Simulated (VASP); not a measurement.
# Al2Cu (I4/mmm) in VASP: a series of runs

Al2Cu is run at these levels: r2SCAN; tasks: single point.

Everything below comes from runs of VASP 6.6.1. Logs are shortened: lines on timing, memory, paths and dates and some standing lists are left out, and cuts for length are marked.

## (1) The cell of the first run

Symmetry: I4/mmm, No. 139, tetragonal system. Conventional cell: a = 4.114 Å, b = 4.114 Å, c = 5.777 Å, α = 90.00°, β = 90.00°, γ = 90.00°. Within 3.3 Å of Cu (site symmetry 4/mmm) lie 8 Al at 2.51 Å. Within 3.3 Å of Al (site symmetry -4m2) lie 4 Cu at 2.51 Å and 6 Al at 2.89 to 2.91 Å.

## (2) Single point, r2SCAN

The input, POSCAR:

```
Al2Cu
1.0
   -2.0570555311      2.0570555311      2.8886126973
    2.0570555311     -2.0570555311      2.8886126973
    2.0570555311      2.0570555311     -2.8886126973
Cu Al
1 2
Direct
    0.5000000000      0.5000000000      0.0000000000
    0.2500000000      0.7500000000      0.5000000000
    0.7500000000      0.2500000000      0.5000000000
```

The input, INCAR.step1:

```
PREC = Accurate ; ENCUT = 520
ISMEAR = -1 ; SIGMA = 0.05
LREAL = F ; LASPH = T
NELM = 80 ; NBANDS = 16
GGA = PE ; ALGO = Normal
EDIFF = 1E-4 ; LWAVE = T
LCHARG = F
```

The input, INCAR.step2:

```
PREC = Accurate ; ENCUT = 520
EDIFF = 1E-6 ; ISMEAR = -1
SIGMA = 0.05 ; LREAL = F
LASPH = T ; NELM = 80
ALGO = Normal ; ISIF = 2
LWAVE = F ; LCHARG = F
METAGGA = R2SCAN ; LMIXTAU = T
NBANDS = 16 ; ISTART = 1
```

The input, KPOINTS:

```
Automatic mesh
0
Gamma
  9 9 9
```

Potentials or basis: VASP PAW PBE potentials, release 64 (Cu, Al).

On the command line:

```
cat potpaw_PBE.64/Cu/POTCAR potpaw_PBE.64/Al/POTCAR > POTCAR
cp INCAR.step1 INCAR
mpirun -np 1 vasp_std > vasp.out
cp INCAR.step2 INCAR
mpirun -np 1 vasp_std > vasp.out
```

OUTCAR:

```text
PREC = Accurate
   ENCUT = 520
   EDIFF = 1E-6
   ISMEAR = -1
   LREAL = F
   LASPH = T
   NELM = 80
   ISIF = 2
   METAGGA = R2SCAN
   ISTART = 1

 ion  position               nearest neighbor table
   1  0.500  0.500  0.000-   2 2.51   3 2.51   2 2.51   3 2.51   2 2.51   3 2.51   2 2.51   3 2.51

   2  0.250  0.750  0.500-   1 2.51   1 2.51   1 2.51   1 2.51   3 2.89   3 2.89   3 2.91   3 2.91
                             3 2.91   3 2.91
   3  0.750  0.250  0.500-   1 2.51   1 2.51   1 2.51   1 2.51   2 2.89   2 2.89   2 2.91   2 2.91
                             2 2.91   2 2.91

  LATTYP: Found a body centered tetragonal cell.
 ALAT       =     4.1141110622
 C/A-ratio  =     1.4042463383

  Lattice vectors:

 A1 = (  -2.0570555311,   2.0570555311,   2.8886126973)
 A2 = (   2.0570555311,  -2.0570555311,   2.8886126973)
 A3 = (   2.0570555311,   2.0570555311,  -2.8886126973)

Analysis of symmetry for initial positions (statically):
=====================================================================
 Subroutine PRICEL returns:
 Original cell was already a primitive cell.

 Routine SETGRP: Setting up the symmetry group for a
 body centered tetragonal supercell.

 Subroutine GETGRP returns: Found 16 space group operations
 (whereof 16 operations were pure point group operations)
 out of a pool of 16 trial point group operations.

The static configuration has the point symmetry D_4h.

Analysis of symmetry for dynamics (positions and initial velocities):
=====================================================================
 Subroutine PRICEL returns:
 Original cell was already a primitive cell.

 Routine SETGRP: Setting up the symmetry group for a
 body centered tetragonal supercell.

 Subroutine GETGRP returns: Found 16 space group operations
 (whereof 16 operations were pure point group operations)
 out of a pool of 16 trial point group operations.

The dynamic configuration has the point symmetry D_4h.

 Subroutine INISYM returns: Found 16 space group operations
 (whereof 16 operations are pure point group operations),
 and found     1 'primitive' translations

----------------------------------------------------------------------------------------

                                     Primitive cell

  volume of cell :      48.8924

[... 88 lines left out ...]
   ENCUT  =  520.0 eV  38.22 Ry    6.18 a.u.   7.62  7.62  7.62*2*pi/ulx,y,z
   NELM   =     80;   NELMIN=  2; NELMDL=  0     # of ELM steps
   EDIFF  = 0.1E-05   stopping-criterion for ELM
   LREAL  =      F    real-space projection
   EDIFFG = 0.1E-04   stopping-criterion for IOM
   NSW    =      0    number of steps for IOM
   IBRION =     -1    ionic relax: 0-MD 1-quasi-New 2-CG
   NFREE  =      0    steps in history (QN), initial steepest desc. (CG)
   ISIF   =      2    stress and relaxation
   ISYM   =      2    0-nonsym 1-usesym 2-fastsym
   POTIM  = 0.5000    time-step for ionic-motion
   TEBEG  =    0.0;   TEEND  =   0.0 temperature during run
   PSTRESS=    0.0 pullay stress
   NELECT =      17.0000    total number of electrons
   NUPDOWN=      -1.0000    fix difference up-down
   EMIN   =  10.00;   EMAX   =-10.00  energy-range for DOS
   EFERMI =   0.00;   METHOD = LEGACY
   ISMEAR =    -1;   SIGMA  =   0.05  broadening in eV -4-tet -1-fermi 0-gaus
   EFERMI_NEDOS =   21; number of points for ismear=-14 and -15
   IALGO  =     38    algorithm
   IMIX   =      4    mixing-type and parameters
     AMIX     =   0.40;   BMIX     =  1.00
     AMIX_MAG =   1.60;   BMIX_MAG =  1.00
  volume/ion in A,a.u.               =      16.30       109.98
  Fermi-wavevector in a.u.,A,eV,Ry     =   1.151182  2.175419 18.030716  1.325220
  Thomas-Fermi vector in A             =   2.287841
   LORBIT       =      0    0 simple, 1 ext, 2 COOP (PROOUT), +10 PAW based schemes
   METAGGA = R2SCAN    functional components
   LHFCALC =     F    Hartree Fock is set to
   AEXX    =    0.0000 exact exchange contribution
   IVDW    =     0    specifies the selected vdW correction
   LEPSILON=     F    determine dielectric tensor
   LRPA    =     F    only Hartree local field effects (RPA)
 non-spin polarized calculation
  energy-cutoff  :      520.00
  volume of cell :       48.89
 maximum number of plane-waves:      1355
   NGX = 15   NGY = 15   NGZ = 15

 number of electron      16.9999989 magnetization

 Free energy of the ion-electron system (eV)
  ---------------------------------------------------
  ext. energy  EPLUGINS =         0.00000000
  ---------------------------------------------------
  free energy    TOTEN  =       -24.88624073 eV

  energy without entropy =      -24.87336781  energy(sigma->0) =      -24.87980427

 E-fermi :   6.6671     XC(G=0): -11.0637

 val. band max:        6.6380990804   @ k =   0.3333   0.2222  -0.0000
 cond. band min:       6.6721941918   @ k =  -0.2222  -0.3333   0.1111
 fundamental gap:      0.0340951113
 Fermi energy:         6.6670608120

 k-point     1 :       0.0000    0.0000    0.0000
  band No.  band energies     occupation
      1      -3.8756      2.00000
      2       2.0759      2.00000
      3       2.0810      2.00000
      4       2.0811      2.00000
      5       2.6219      2.00000
      6       2.6322      2.00000
[... 433 lines left out ...]
      3       1.4507      2.00000
      4       2.5842      2.00000
      5       2.6444      2.00000
      6       2.7441      2.00000
[... 8 lines left out ...]
     15      17.8534      0.00000
     16      19.0040      0.00000

 [... further k-points ...]

------------------------ aborting loop because EDIFF is reached ----------------------------------------

  FORCE on cell =-STRESS in cart. coord.  units (eV):
  Direction    XX          YY          ZZ          XY          YZ          ZX
  --------------------------------------------------------------------------------------
  -------------------------------------------------------------------------------------
  Total       -1.1248906     -1.1248906     -1.0797330      0.0000000      0.0000000      0.0000000
  in kB      -36.8620547    -36.8620547    -35.3822647      0.0000000      0.0000000      0.0000000
  external PRESSURE =     -36.3687913 kB  Pullay stress =       0.0000000 kB

 VOLUME and BASIS-vectors are now :
 -----------------------------------------------------------------------------
  energy-cutoff  :      520.00
  volume of cell :       48.89
      direct lattice vectors                 reciprocal lattice vectors
    -2.057055531  2.057055531  2.888612697     0.000000000  0.243065874  0.173093472
     2.057055531 -2.057055531  2.888612697     0.243065874  0.000000000  0.173093472
     2.057055531  2.057055531 -2.888612697     0.243065874  0.243065874  0.000000000

 POSITION                                       TOTAL-FORCE (eV/Angst)
 -----------------------------------------------------------------------------------
      0.00000      0.00000      2.88861        -0.000000     -0.000000     -0.000000
      2.05706     -0.00000      1.44431         0.000000     -0.000000      0.000000
     -0.00000      2.05706      1.44431        -0.000000      0.000000      0.000000
 -----------------------------------------------------------------------------------
    total drift:                                0.000000     -0.000000      0.000000

  FREE ENERGIE OF THE ION-ELECTRON SYSTEM (eV)
  ---------------------------------------------------
  free  energy   TOTEN  =       -24.8862407296 eV

  energy  without entropy=      -24.8733678067  energy(sigma->0) =      -24.87980427
```

OUTCAR.step1:

```text
PREC = Accurate
   ENCUT = 520
   ISMEAR = -1
   LREAL = F
   LASPH = T
[... 683 lines left out ...]
      0.00000      0.00000      2.88861         0.000000      0.000000     -0.000000
      2.05706     -0.00000      1.44431        -0.000000     -0.000000      0.000000
     -0.00000      2.05706      1.44431        -0.000000      0.000000     -0.000000
 -----------------------------------------------------------------------------------
    total drift:                                0.000000     -0.000000      0.000000

  FREE ENERGIE OF THE ION-ELECTRON SYSTEM (eV)
  ---------------------------------------------------
  free  energy   TOTEN  =       -11.7400588232 eV

  energy  without entropy=      -11.7272082969  energy(sigma->0) =      -11.73363356
```

Wall time 2.1 min (1 thread of AMD EPYC 9R45 (Zen 5), shared host); peak memory 0.18 GiB.

Results:

```yaml
Free_energy: -24.8862 eV
Pressure: -3.6 GPa
```

Stress tensor (GPa, compression positive):
```
-3.69  0.00  0.00
 0.00 -3.69  0.00
 0.00  0.00 -3.54
```

Levels at points of the mesh, in eV from the Fermi level:
| k point | band 7 | band 8 | band 9 | band 10 | band 11 | band 12 |
| --- | --- | --- | --- | --- | --- | --- |
| (0.00, 0.00, 0.00) | 2.97 | 3.03 | 3.03 | 3.05 | 3.05 | 3.09 |

Caveat: the PAW data sets were made with another functional, which shifts forces and pressure a little.

## (3) Single point, r2SCAN

This run uses another cell than the first one, of 16.61 Å³/atom, 1.019 times its volume.

The input, POSCAR:

```
Al2Cu
1.0
   -2.0701581488      2.0701581488      2.9070120003
    2.0701581488     -2.0701581488      2.9070120003
    2.0701581488      2.0701581488     -2.9070120003
Cu Al
1 2
Direct
    0.5000000000      0.5000000000      0.0000000000
    0.2500000000      0.7500000000      0.5000000000
    0.7500000000      0.2500000000      0.5000000000
```

The input, INCAR.step1:

```
SYSTEM = Al2Cu
PREC = Accurate
ENCUT = 520
ISMEAR = -1
SIGMA = 0.05
LREAL = .FALSE.
LASPH = .TRUE.
NELM = 100
NBANDS = 16
GGA = PE
ALGO = Normal
EDIFF = 1E-4
LWAVE = .TRUE.
LCHARG = .FALSE.
```

The input, INCAR.step2:

```
SYSTEM = Al2Cu
PREC = Accurate
ENCUT = 520
EDIFF = 1E-6
ISMEAR = -1
SIGMA = 0.05
LREAL = .FALSE.
LASPH = .TRUE.
NELM = 100
ALGO = Normal
ISIF = 2
LWAVE = .FALSE.
LCHARG = .TRUE.
METAGGA = R2SCAN
LMIXTAU = .TRUE.
LELF = .TRUE.
LVHAR = .TRUE.
NBANDS = 16
ISTART = 1
```

The input, KPOINTS:

```
Automatic mesh
0
G
  9 9 9
  0 0 0
```

Potentials or basis: VASP PAW PBE potentials, release 64 (Cu, Al).

On the command line:

```
cat potpaw_PBE.64/Cu/POTCAR potpaw_PBE.64/Al/POTCAR > POTCAR
cp INCAR.step1 INCAR
mpirun -np 1 vasp_std > vasp.out
cp INCAR.step2 INCAR
mpirun -np 1 vasp_std > vasp.out
```

It took 2.1 min on 1 thread of AMD EPYC 9R45 (Zen 5), shared host; peak memory 0.19 GiB.

Results (log left out):

```yaml
Free_energy: -24.8602 eV
Pressure: -5.3 GPa
```

Stress tensor (GPa, compression positive):
```
-5.33  0.00  0.00
 0.00 -5.33  0.00
 0.00  0.00 -5.18
```

Levels at points of the mesh, in eV from the Fermi level:
| k point | band 5 | band 6 | band 7 | band 8 | band 9 | band 10 | band 11 | band 12 | band 13 | band 14 |
| --- | --- | --- | --- | --- | --- | --- | --- | --- | --- | --- |
| (0.00, 0.00, 0.00) | -3.98 | -3.97 | 2.90 | 2.98 | 2.98 | 3.03 | 3.03 | 3.08 | 4.52 | 7.26 |

Caveat: the PAW data sets were made with another functional, which shifts forces and pressure a little.
